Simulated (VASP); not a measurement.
# Zr3CdC (Pm-3m) in VASP: further runs, part 3 of 3

VASP 6.6.1.

### 6 Single point, PBE

File INCAR:

```
SYSTEM = Zr3CdC
  ALGO = Normal
  EDIFF = 1E-6
  ENCUT = 520
  GGA = PE
  ISIF = 2
  ISMEAR = 0
  LASPH = .TRUE.
  LCHARG = .FALSE.
  LREAL = .FALSE.
  LWAVE = .FALSE.
  NBANDS = 34
  NELM = 80
  PREC = Accurate
  SIGMA = 0.1
```

File KPOINTS:

```
k-points
0
G
  4 4 4
  0 0 0
```

File POSCAR:

```
Zr3CdC
1.0
    4.5704972650      0.0000000000      0.0000000000
    0.0000000000      4.5704972650      0.0000000000
    0.0000000000      0.0000000000      4.5704972650
Zr Cd C
3 1 1
Direct
    0.0000000000      0.5000000000      0.5000000000
    0.5000000000      0.0000000000      0.5000000000
    0.5000000000      0.5000000000      0.0000000000
    0.0000000000      0.0000000000      0.0000000000
    0.5000000000      0.5000000000      0.5000000000
```

Potentials or basis: VASP PAW PBE potentials, release 64 (Zr_sv, Cd, C).

Run with:

```sh
$ cat potpaw_PBE.64/Zr_sv/POTCAR potpaw_PBE.64/Cd/POTCAR potpaw_PBE.64/C/POTCAR > POTCAR
$ mpirun -np 1 vasp_std > vasp.out
```

OUTCAR:

```text
SYSTEM = Zr3CdC
   EDIFF = 1E-6
   ENCUT = 520
   GGA = PE
   ISIF = 2
   ISMEAR = 0
   LASPH = .TRUE.
   LREAL = .FALSE.
   NELM = 80
   PREC = Accurate

 ion  position               nearest neighbor table
   1  0.000  0.500  0.500-   5 2.29   5 2.29   4 3.23   2 3.23   3 3.23   4 3.23   2 3.23   4 3.23
                             4 3.23   2 3.23   3 3.23   3 3.23   3 3.23   2 3.23
   2  0.500  0.000  0.500-   5 2.29   5 2.29   4 3.23   1 3.23   3 3.23   4 3.23   1 3.23   3 3.23
                             3 3.23   3 3.23   1 3.23   4 3.23   4 3.23   1 3.23
   3  0.500  0.500  0.000-   5 2.29   5 2.29   4 3.23   1 3.23   1 3.23   2 3.23   2 3.23   2 3.23
                             4 3.23   2 3.23   1 3.23   4 3.23   1 3.23   4 3.23
   4  0.000  0.000  0.000-   1 3.23   2 3.23   3 3.23   1 3.23   2 3.23   1 3.23   3 3.23   1 3.23
                             2 3.23   3 3.23   2 3.23   3 3.23
   5  0.500  0.500  0.500-   1 2.29   2 2.29   3 2.29   3 2.29   2 2.29   1 2.29

  LATTYP: Found a simple cubic cell.
 ALAT       =     4.5704972650

  Lattice vectors:

 A1 = (   4.5704972650,   0.0000000000,   0.0000000000)
 A2 = (   0.0000000000,   4.5704972650,   0.0000000000)
 A3 = (   0.0000000000,   0.0000000000,   4.5704972650)

Analysis of symmetry for initial positions (statically):
=====================================================================
 Subroutine PRICEL returns:
 Original cell was already a primitive cell.

 Routine SETGRP: Setting up the symmetry group for a
 simple cubic supercell.

 Subroutine GETGRP returns: Found 48 space group operations
 (whereof 48 operations were pure point group operations)
 out of a pool of 48 trial point group operations.

The static configuration has the point symmetry O_h .

Analysis of symmetry for dynamics (positions and initial velocities):
=====================================================================
 Subroutine PRICEL returns:
 Original cell was already a primitive cell.

 Routine SETGRP: Setting up the symmetry group for a
 simple cubic supercell.

 Subroutine GETGRP returns: Found 48 space group operations
 (whereof 48 operations were pure point group operations)
 out of a pool of 48 trial point group operations.

The dynamic configuration has the point symmetry O_h .

 Subroutine INISYM returns: Found 48 space group operations
 (whereof 48 operations are pure point group operations),
 and found     1 'primitive' translations

----------------------------------------------------------------------------------------

                                     Primitive cell

  volume of cell :      95.4752

  direct lattice vectors                    reciprocal lattice vectors
     4.570497265  0.000000000  0.000000000     0.218794574  0.000000000  0.000000000
     0.000000000  4.570497265  0.000000000     0.000000000  0.218794574  0.000000000
     0.000000000  0.000000000  4.570497265     0.000000000  0.000000000  0.218794574

  length of vectors
     4.570497265  4.570497265  4.570497265     0.218794574  0.218794574  0.218794574

  position of ions in fractional coordinates (direct lattice)
     0.000000000  0.500000000  0.500000000
     0.500000000  0.000000000  0.500000000
     0.500000000  0.500000000  0.000000000
     0.000000000  0.000000000  0.000000000
     0.500000000  0.500000000  0.500000000

  ion indices of the primitive-cell ions
   primitive index   ion index
[... 37 lines left out ...]
  0.250000  0.250000  0.000000     12.000000
  0.500000  0.250000  0.000000     12.000000
  0.500000  0.500000  0.000000      3.000000
  0.250000  0.250000  0.250000      8.000000
  0.500000  0.250000  0.250000     12.000000
  0.500000  0.500000  0.250000      6.000000
  0.500000  0.500000  0.500000      1.000000
   k-points           NKPTS =     10   k-points in BZ     NKDIM =     10   number of bands    NBANDS=     34
   number of dos      NEDOS =    301   number of ions     NIONS =      5
   total plane-waves  NPLWV =  46656
   dimension x,y,z NGX =    36 NGY =   36 NGZ =   36
   dimension x,y,z NGXF=    72 NGYF=   72 NGZF=   72
   ions per type =               3   1   1
   NGX,Y,Z   is equivalent  to a cutoff of  13.09, 13.09, 13.09 a.u.
   NGXF,Y,Z  is equivalent  to a cutoff of  26.19, 26.19, 26.19 a.u.
 SYSTEM =  Zr3CdC
   PREC   = accura    normal or accurate (medium, high low for compatibility)
   ISTART =      0    job   : 0-new  1-cont  2-samecut
   ICHARG =      2    charge: 1-file 2-atom 10-const
   ISPIN  =      1    spin polarized calculation?
   LNONCOLLINEAR =      F non collinear calculations
   LSORBIT =      F    spin-orbit coupling
   LASPH  =      T    aspherical Exc in radial PAW
   ENCUT  =  520.0 eV  38.22 Ry    6.18 a.u.   8.50  8.50  8.50*2*pi/ulx,y,z
   NELM   =     80;   NELMIN=  2; NELMDL= -5     # of ELM steps
   EDIFF  = 0.1E-05   stopping-criterion for ELM
   LREAL  =      F    real-space projection
   EDIFFG = 0.1E-04   stopping-criterion for IOM
   NSW    =      0    number of steps for IOM
   IBRION =     -1    ionic relax: 0-MD 1-quasi-New 2-CG
   NFREE  =      0    steps in history (QN), initial steepest desc. (CG)
   ISIF   =      2    stress and relaxation
   ISYM   =      2    0-nonsym 1-usesym 2-fastsym
   POTIM  = 0.5000    time-step for ionic-motion
   TEBEG  =    0.0;   TEEND  =   0.0 temperature during run
   PSTRESS=    0.0 pullay stress
   NELECT =      52.0000    total number of electrons
   NUPDOWN=      -1.0000    fix difference up-down
   EMIN   =  10.00;   EMAX   =-10.00  energy-range for DOS
   EFERMI =   0.00;   METHOD = LEGACY
   ISMEAR =     0;   SIGMA  =   0.10  broadening in eV -4-tet -1-fermi 0-gaus
   EFERMI_NEDOS =   21; number of points for ismear=-14 and -15
   IALGO  =     38    algorithm
   IMIX   =      4    mixing-type and parameters
     AMIX     =   0.40;   BMIX     =  1.00
     AMIX_MAG =   1.60;   BMIX_MAG =  1.00
  volume/ion in A,a.u.               =      19.10       128.86
  Fermi-wavevector in a.u.,A,eV,Ry     =   1.336942  2.526454 24.319234  1.787413
  Thomas-Fermi vector in A             =   2.465529
   LORBIT       =      0    0 simple, 1 ext, 2 COOP (PROOUT), +10 PAW based schemes
   GGA     = PE    functional components
   LHFCALC =     F    Hartree Fock is set to
   AEXX    =    0.0000 exact exchange contribution
   IVDW    =     0    specifies the selected vdW correction
   LEPSILON=     F    determine dielectric tensor
   LRPA    =     F    only Hartree local field effects (RPA)
 non-spin polarized calculation
 Gauss-broadening in eV      SIGMA  =   0.10
  energy-cutoff  :      520.00
  volume of cell :       95.48
 maximum number of plane-waves:      2612
 NGX is ok and might be reduce to    36
   NGX = 17   NGY = 17   NGZ = 17

 number of electron      51.9999988 magnetization

 Free energy of the ion-electron system (eV)
  ---------------------------------------------------
  ext. energy  EPLUGINS =         0.00000000
  ---------------------------------------------------
  free energy    TOTEN  =       -37.82127124 eV

  energy without entropy =      -37.80467626  energy(sigma->0) =      -37.81297375

 E-fermi :   7.4687     XC(G=0): -11.2803

 val. band max:        7.4175531057   @ k =   0.5000   0.5000   0.5000
 cond. band min:       7.7822268118   @ k =   0.5000   0.0000   0.0000
 fundamental gap:      0.3646737062
 Fermi energy:         7.4687286353

 k-point     1 :       0.0000    0.0000    0.0000
  band No.  band energies     occupation
      1     -41.2793      2.00000
      2     -41.1465      2.00000
      3     -41.1465      2.00000
      4     -19.5951      2.00000
      5     -19.5951      2.00000
      6     -19.5951      2.00000
[... 359 lines left out ...]
     33      10.6551      0.00000
     34      12.4460      0.00000

------------------------ aborting loop because EDIFF is reached ----------------------------------------

  FORCE on cell =-STRESS in cart. coord.  units (eV):
  Direction    XX          YY          ZZ          XY          YZ          ZX
  --------------------------------------------------------------------------------------
  -------------------------------------------------------------------------------------
  Total        0.1527240      0.1527240      0.1527240      0.0000000     -0.0000000     -0.0000000
  in kB        2.5628759      2.5628759      2.5628759      0.0000000     -0.0000000     -0.0000000
  external PRESSURE =       2.5628759 kB  Pullay stress =       0.0000000 kB

 VOLUME and BASIS-vectors are now :
 -----------------------------------------------------------------------------
  energy-cutoff  :      520.00
  volume of cell :       95.48
      direct lattice vectors                 reciprocal lattice vectors
     4.570497265  0.000000000  0.000000000     0.218794574  0.000000000  0.000000000
     0.000000000  4.570497265  0.000000000     0.000000000  0.218794574  0.000000000
     0.000000000  0.000000000  4.570497265     0.000000000  0.000000000  0.218794574

 POSITION                                       TOTAL-FORCE (eV/Angst)
 -----------------------------------------------------------------------------------
      0.00000      2.28525      2.28525         0.000000      0.000000      0.000000
      2.28525      0.00000      2.28525         0.000000      0.000000      0.000000
      2.28525      2.28525      0.00000         0.000000      0.000000      0.000000
      0.00000      0.00000      0.00000         0.000000      0.000000      0.000000
      2.28525      2.28525      2.28525         0.000000      0.000000      0.000000
 -----------------------------------------------------------------------------------
    total drift:                                0.000000      0.000000      0.000000

  FREE ENERGIE OF THE ION-ELECTRON SYSTEM (eV)
  ---------------------------------------------------
  free  energy   TOTEN  =       -37.8212712443 eV

  energy  without entropy=      -37.8046762550  energy(sigma->0) =      -37.81297375
```

stdout:

```text
POSCAR found type information on POSCAR ZrCdC
 POSCAR found :  3 types and       5 ions
 scaLAPACK will be used
 LDA part: xc-table for (Slater+PW92), standard interpolation
 POSCAR, INCAR and KPOINTS ok, starting setup
 FFT: planning ... GRIDC
 FFT: planning ... GRID_SOFT
 FFT: planning ... GRID
 WAVECAR not read
 entering main loop
```

It took 52 s on 1 thread of Intel Xeon Platinum 8375C at 2.90GHz (Ice Lake), shared host; peak memory 0.21 GiB.

Results:

* Free energy: -37.8213 eV
* Pressure: 0.3 GPa
* Band gap on the k mesh: zero (band 26 reaches 8.29 eV, above the bottom of band 27 at 6.53 eV)

### 7 Relaxation of cell and atoms, PBE

This run uses another cell than the first one, of 17.10 Å³/atom, 0.895 times its volume.

File INCAR:

```
PREC = Accurate ; ENCUT = 600
EDIFF = 1E-7 ; ISMEAR = 0
SIGMA = 0.1 ; LREAL = False
LASPH = True ; NELM = 60
ALGO = Normal ; ISIF = 3
LWAVE = False ; LCHARG = False
GGA = PE ; IBRION = 2
NSW = 90 ; EDIFFG = -0.04
```

File KPOINTS:

```
regular mesh
0
Gamma
  4 4 4
```

Edit POSCAR of step 6 so:

```diff
@@ -2,5 +2,5 @@
 1.0
-    4.5704972650      0.0000000000      0.0000000000
-    0.0000000000      4.5704972650      0.0000000000
-    0.0000000000      0.0000000000      4.5704972650
+    4.4053362300      0.0000000000      0.0000000000
+    0.0000000000      4.4053362300      0.0000000000
+    0.0000000000      0.0000000000      4.4053362300
 Zr Cd C
```

Run with:

```sh
$ cat potpaw_PBE.64/Zr_sv/POTCAR potpaw_PBE.64/Cd/POTCAR potpaw_PBE.64/C/POTCAR > POTCAR
$ mpirun -np 1 vasp_std > vasp.out
```

Run time: 2.9 min. Hardware: 1 thread of Intel Xeon Platinum 8375C at 2.90GHz (Ice Lake), shared host; peak memory 0.23 GiB.

It converged, with:

| Property | Result |
| --- | --- |
| Free energy | -37.8156 eV |
| Relaxed volume | 19.14 Å³/atom |
| Relaxed cell | a = 4.574 Å, b = 4.574 Å, c = 4.574 Å, α = 90.00°, β = 90.00°, γ = 90.00° |
| Space group after relaxing (to 0.05 Å) | Pm-3m (No. 221) |
| Energy gained by relaxing | 104.9 meV/atom |
| Ionic steps | 4 |
| Pressure after relaxing | -0.1 GPa |
| Band gap on the k mesh | zero (band 26 reaches 8.27 eV, above the bottom of band 27 at 6.51 eV) |

The path:
```csv
step,energy change (eV),largest force (eV/Å),pressure (GPa),volume (Å³)
1,0.0000,0.0000,18.20,85.49
2,0.3267,0.0000,-14.70,111.85
3,-0.5238,0.0000,-0.52,96.03
4,-0.5244,0.0000,-0.06,95.69
```

Final structure:
```
Zr Cd C
1.0
     4.57389    0.00000    0.00000
     0.00000    4.57389    0.00000
     0.00000    0.00000    4.57389
Zr Cd C
3 1 1
Cartesian
  0.0000 2.2869 2.2869
  2.2869 0.0000 2.2869
  2.2869 2.2869 0.0000
  0.0000 0.0000 0.0000
  2.2869 2.2869 2.2869
```

Levels at points of the mesh, in eV from the Fermi level:
```tsv
k point	band 24	band 25	band 26	band 27	band 28	band 29
(0.00, 0.00, 0.00)	-1.07	-0.94	-0.94	-0.94	2.53	2.53
(0.50, 0.00, 0.00)	-1.00	-0.92	-0.92	0.31	1.12	1.79
(0.50, 0.50, 0.00)	-1.62	-1.08	0.78	0.78	0.79	0.79
(0.50, 0.50, 0.50)	-0.05	-0.05	0.82	0.82	0.82	0.88
```

### 8 Overview

```tsv
task	cell	k mesh	cutoff (eV)	gap on the mesh (eV)	pressure (GPa)	relaxed volume (Å³/atom)
single point	a = 4.572 Å, 5 atoms	8 × 8 × 8	520	none	0.2	-
relaxation of cell and atoms	relaxed from a = 4.570 Å, 5 atoms	8 × 8 × 8	600	none	0.0	19.13
single point	a = 4.405 Å, 5 atoms	4 × 4 × 4	520	none	18.2	-
single point	a = 4.570 Å, 5 atoms	4 × 4 × 4	520	none	0.3	-
relaxation of cell and atoms	relaxed from a = 4.405 Å, 5 atoms	4 × 4 × 4	600	none	-0.1	19.14
```

Alike in all rows: level PBE; potentials or basis VASP PAW PBE potentials, release 64 (Zr_sv, Cd, C); no spin polarisation; smearing gaussian 0.1 eV.

Absolute energies hang on the potentials; compare differences alone.
